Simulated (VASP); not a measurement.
# Ru (P6/mmm) in VASP: a series of runs

Runs on Ru. Level: r2SCAN. Tasks: single point.

Everything below comes from runs of VASP 6.6.1. Logs are shortened: lines on timing, memory, paths and dates and some standing lists are left out, and cuts for length are marked.

### Step 1. The cell of the first run

The structure is hexagonal, space group P6/mmm (No. 191). The conventional cell has a = 4.182 Å, b = 4.182 Å, c = 2.629 Å, α = 90.00°, β = 90.00°, γ = 120.00°. Within 3.5 Å of Ru (site symmetry 6/mmm) lie 14 Ru at 2.63 to 2.75 Å. Within 3.2 Å of Ru (site symmetry -6m2) lie 11 Ru at 2.41 to 2.75 Å.

This isn't the form of Ru at room conditions, which is hcp.

### Step 2. Single point, r2SCAN (13.28 Å³/atom)

Input file POSCAR:

```
Ru
1.0
    4.1824796472      0.0000000000      0.0000000000
   -2.0912398236      3.6221336253      0.0000000000
    0.0000000000      0.0000000000      2.6291509375
Ru
3
Direct
    0.0000000000      0.0000000000      0.0000000000
    0.3333333333      0.6666666667      0.5000000000
    0.6666666667      0.3333333333      0.5000000000
```

Input file INCAR.step1:

```
SYSTEM = Ru
  PREC = Accurate
  ENCUT = 520
  ISMEAR = -1
  SIGMA = 0.1
  LREAL = .FALSE.
  LASPH = .TRUE.
  NELM = 60
  NBANDS = 28
  GGA = PE
  ALGO = Normal
  EDIFF = 1E-4
  LWAVE = .TRUE.
  LCHARG = .FALSE.
```

Input file INCAR.step2:

```
SYSTEM = Ru
  PREC = Accurate
  ENCUT = 520
  EDIFF = 1E-7
  ISMEAR = -1
  SIGMA = 0.1
  LREAL = .FALSE.
  LASPH = .TRUE.
  NELM = 60
  ALGO = Normal
  ISIF = 2
  LWAVE = .FALSE.
  LCHARG = .FALSE.
  METAGGA = R2SCAN
  LMIXTAU = .TRUE.
  NBANDS = 28
  ISTART = 1
```

Input file KPOINTS:

```
Automatic mesh
0
G
  10 10 13
  0 0 0
```

Potentials or basis: VASP PAW PBE potentials, release 64 (Ru_pv).

Run with:

```console
> cat potpaw_PBE.64/Ru_pv/POTCAR > POTCAR
> cp INCAR.step1 INCAR
> mpirun -np 1 vasp_std > vasp.out
> cp INCAR.step2 INCAR
> mpirun -np 1 vasp_std > vasp.out
```

OUTCAR:

```text
SYSTEM = Ru
   PREC = Accurate
   ENCUT = 520
   EDIFF = 1E-7
   ISMEAR = -1
   LREAL = .FALSE.
   LASPH = .TRUE.
   NELM = 60
   ISIF = 2
   METAGGA = R2SCAN
   ISTART = 1

 ion  position               nearest neighbor table
   1  0.000  0.000  0.000-   2 2.75   3 2.75   2 2.75   3 2.75   3 2.75   3 2.75   2 2.75   2 2.75
                             3 2.75   3 2.75   2 2.75   2 2.75
   2  0.333  0.667  0.500-   3 2.41   3 2.41   3 2.41   1 2.75   1 2.75   1 2.75   1 2.75   1 2.75
                             1 2.75
   3  0.667  0.333  0.500-   2 2.41   2 2.41   2 2.41   1 2.75   1 2.75   1 2.75   1 2.75   1 2.75
                             1 2.75

  LATTYP: Found a hexagonal cell.
 ALAT       =     4.1824796472
 C/A-ratio  =     0.6286105754

  Lattice vectors:

 A1 = (   4.1824796472,   0.0000000000,   0.0000000000)
 A2 = (  -2.0912398236,   3.6221336253,   0.0000000000)
 A3 = (   0.0000000000,   0.0000000000,   2.6291509375)

Analysis of symmetry for initial positions (statically):
=====================================================================
 Subroutine PRICEL returns:
 Original cell was already a primitive cell.

 Routine SETGRP: Setting up the symmetry group for a
 hexagonal supercell.

 Subroutine GETGRP returns: Found 24 space group operations
 (whereof 24 operations were pure point group operations)
 out of a pool of 24 trial point group operations.

The static configuration has the point symmetry D_6h.

Analysis of symmetry for dynamics (positions and initial velocities):
=====================================================================
 Subroutine PRICEL returns:
 Original cell was already a primitive cell.

 Routine SETGRP: Setting up the symmetry group for a
 hexagonal supercell.

 Subroutine GETGRP returns: Found 24 space group operations
 (whereof 24 operations were pure point group operations)
 out of a pool of 24 trial point group operations.

The dynamic configuration has the point symmetry D_6h.

 Subroutine INISYM returns: Found 24 space group operations
 (whereof 24 operations are pure point group operations),
 and found     1 'primitive' translations

----------------------------------------------------------------------------------------

                                     Primitive cell

  volume of cell :      39.8303

  direct lattice vectors                    reciprocal lattice vectors
[... 87 lines left out ...]
   ENCUT  =  520.0 eV  38.22 Ry    6.18 a.u.   7.78  7.78  4.89*2*pi/ulx,y,z
   NELM   =     60;   NELMIN=  2; NELMDL=  0     # of ELM steps
   EDIFF  = 0.1E-06   stopping-criterion for ELM
   LREAL  =      F    real-space projection
   EDIFFG = 0.1E-05   stopping-criterion for IOM
   NSW    =      0    number of steps for IOM
   IBRION =     -1    ionic relax: 0-MD 1-quasi-New 2-CG
   NFREE  =      0    steps in history (QN), initial steepest desc. (CG)
   ISIF   =      2    stress and relaxation
   ISYM   =      2    0-nonsym 1-usesym 2-fastsym
   POTIM  = 0.5000    time-step for ionic-motion
   TEBEG  =    0.0;   TEEND  =   0.0 temperature during run
   PSTRESS=    0.0 pullay stress
   NELECT =      42.0000    total number of electrons
   NUPDOWN=      -1.0000    fix difference up-down
   EMIN   =  10.00;   EMAX   =-10.00  energy-range for DOS
   EFERMI =   0.00;   METHOD = LEGACY
   ISMEAR =    -1;   SIGMA  =   0.10  broadening in eV -4-tet -1-fermi 0-gaus
   EFERMI_NEDOS =   21; number of points for ismear=-14 and -15
   IALGO  =     38    algorithm
   IMIX   =      4    mixing-type and parameters
     AMIX     =   0.40;   BMIX     =  1.00
     AMIX_MAG =   1.60;   BMIX_MAG =  1.00
  volume/ion in A,a.u.               =      13.28        89.60
  Fermi-wavevector in a.u.,A,eV,Ry     =   1.666300  3.148851 37.777355  2.776557
  Thomas-Fermi vector in A             =   2.752520
   LORBIT       =      0    0 simple, 1 ext, 2 COOP (PROOUT), +10 PAW based schemes
   METAGGA = R2SCAN    functional components
   LHFCALC =     F    Hartree Fock is set to
   AEXX    =    0.0000 exact exchange contribution
   IVDW    =     0    specifies the selected vdW correction
   LEPSILON=     F    determine dielectric tensor
   LRPA    =     F    only Hartree local field effects (RPA)
 non-spin polarized calculation
  energy-cutoff  :      520.00
  volume of cell :       39.83
 maximum number of plane-waves:      1095
 NGX is ok and might be reduce to    32
   NGX = 15   NGY = 15   NGZ =  9

 number of electron      41.9999989 magnetization

 Free energy of the ion-electron system (eV)
  ---------------------------------------------------
  ext. energy  EPLUGINS =         0.00000000
  ---------------------------------------------------
  free energy    TOTEN  =       -75.45107295 eV

  energy without entropy =      -75.35044038  energy(sigma->0) =      -75.40075667

 E-fermi :  13.3570     XC(G=0): -15.5367

 val. band max:       13.3442587147   @ k =   0.1000  -0.0000   0.2308
 cond. band min:      13.3678282346   @ k =   0.3000   0.0000   0.0000
 fundamental gap:      0.0235695199
 Fermi energy:        13.3569988150

 k-point     1 :       0.0000    0.0000    0.0000
  band No.  band energies     occupation
      1     -31.8705      2.00000
      2     -31.8705      2.00000
      3     -31.3834      2.00000
      4     -31.3834      2.00000
      5     -31.0319      2.00000
      6     -30.7096      2.00000
[... 733 lines left out ...]
     27      16.2537      0.00000
     28      21.6985      0.00000

 [... further k-points ...]

------------------------ aborting loop because EDIFF is reached ----------------------------------------

  FORCE on cell =-STRESS in cart. coord.  units (eV):
  Direction    XX          YY          ZZ          XY          YZ          ZX
  --------------------------------------------------------------------------------------
  -------------------------------------------------------------------------------------
  Total        4.1274806      4.1274806      3.7654425      0.0000000      0.0000000      0.0000000
  in kB      166.0281765    166.0281765    151.4651700      0.0000000      0.0000000      0.0000000
  external PRESSURE =     161.1738410 kB  Pullay stress =       0.0000000 kB

 VOLUME and BASIS-vectors are now :
 -----------------------------------------------------------------------------
  energy-cutoff  :      520.00
  volume of cell :       39.83
      direct lattice vectors                 reciprocal lattice vectors
     4.182479647  0.000000000  0.000000000     0.239092616  0.138040186  0.000000000
    -2.091239824  3.622133625  0.000000000     0.000000000  0.276080372  0.000000000
     0.000000000  0.000000000  2.629150937     0.000000000  0.000000000  0.380350928

 POSITION                                       TOTAL-FORCE (eV/Angst)
 -----------------------------------------------------------------------------------
      0.00000      0.00000      0.00000        -0.000000      0.000000      0.000000
     -0.00000      2.41476      1.31458         0.000000      0.000000      0.000000
      2.09124      1.20738      1.31458        -0.000000      0.000000     -0.000000
 -----------------------------------------------------------------------------------
    total drift:                               -0.000000      0.000000      0.000000

  FREE ENERGIE OF THE ION-ELECTRON SYSTEM (eV)
  ---------------------------------------------------
  free  energy   TOTEN  =       -75.4510729544 eV

  energy  without entropy=      -75.3504403848  energy(sigma->0) =      -75.40075667
```

OUTCAR.step1:

```text
SYSTEM = Ru
   PREC = Accurate
   ENCUT = 520
   ISMEAR = -1
   LREAL = .FALSE.
   LASPH = .TRUE.
   NELM = 60
[... 971 lines left out ...]
      0.00000      0.00000      0.00000         0.000000      0.000000      0.000000
     -0.00000      2.41476      1.31458         0.000000      0.000000      0.000000
      2.09124      1.20738      1.31458        -0.000000      0.000000     -0.000000
 -----------------------------------------------------------------------------------
    total drift:                               -0.000000      0.000000      0.000000

  FREE ENERGIE OF THE ION-ELECTRON SYSTEM (eV)
  ---------------------------------------------------
  free  energy   TOTEN  =       -26.8277836932 eV

  energy  without entropy=      -26.7211920496  energy(sigma->0) =      -26.77448787
```

OSZICAR.step1:

```text
N       E                     dE             d eps       ncg     rms          rms(c)
DAV:   1     0.482121292290E+03    0.48212E+03   -0.25343E+04  5488   0.166E+03
DAV:   2    -0.153571908024E+02   -0.49748E+03   -0.48507E+03  5772   0.512E+02
DAV:   3    -0.284832925933E+02   -0.13126E+02   -0.12864E+02  5976   0.911E+01
DAV:   4    -0.286284438613E+02   -0.14515E+00   -0.14503E+00  6872   0.868E+00
DAV:   5    -0.286314380882E+02   -0.29942E-02   -0.29940E-02  6116   0.115E+00    0.239E+01
DAV:   6    -0.270478577940E+02    0.15836E+01   -0.47041E+00  6064   0.185E+01    0.810E+00
DAV:   7    -0.276182785048E+02   -0.57042E+00   -0.58544E+00  6080   0.224E+01    0.826E+00
DAV:   8    -0.268344151745E+02    0.78386E+00   -0.30633E+00  6004   0.113E+01    0.144E+00
DAV:   9    -0.268278890590E+02    0.65261E-02   -0.36978E-02  6136   0.144E+00    0.177E-01
DAV:  10    -0.268277879442E+02    0.10111E-03   -0.18980E-03  6736   0.384E-01    0.578E-02
DAV:  11    -0.268277836932E+02    0.42510E-05   -0.54735E-05  3780   0.728E-02
   1 F= -.26827784E+02 E0= -.26774488E+02  d E =-.106592E+00
```

It took 6.3 min on 1 thread of Intel Xeon 8259CL, shared host; peak memory 0.22 GiB.

Results:

| Property | Result |
| --- | --- |
| Free energy | -75.4511 eV |
| Pressure | 16.1 GPa |
| Band gap on the k mesh | zero (bands 21 and 22 overlap by 2.63 eV) |

Stress tensor (GPa, compression positive):
```
16.60  0.00  0.00
 0.00 16.60  0.00
 0.00  0.00 15.15
```

Caveat: the cell stands under pressure; the PAW data sets were made with another functional, which shifts forces and pressure a little.

(Continued in part 2 of 2.)

The gap in the log of VASP goes by the Fermi energy; the results here count the filled bands.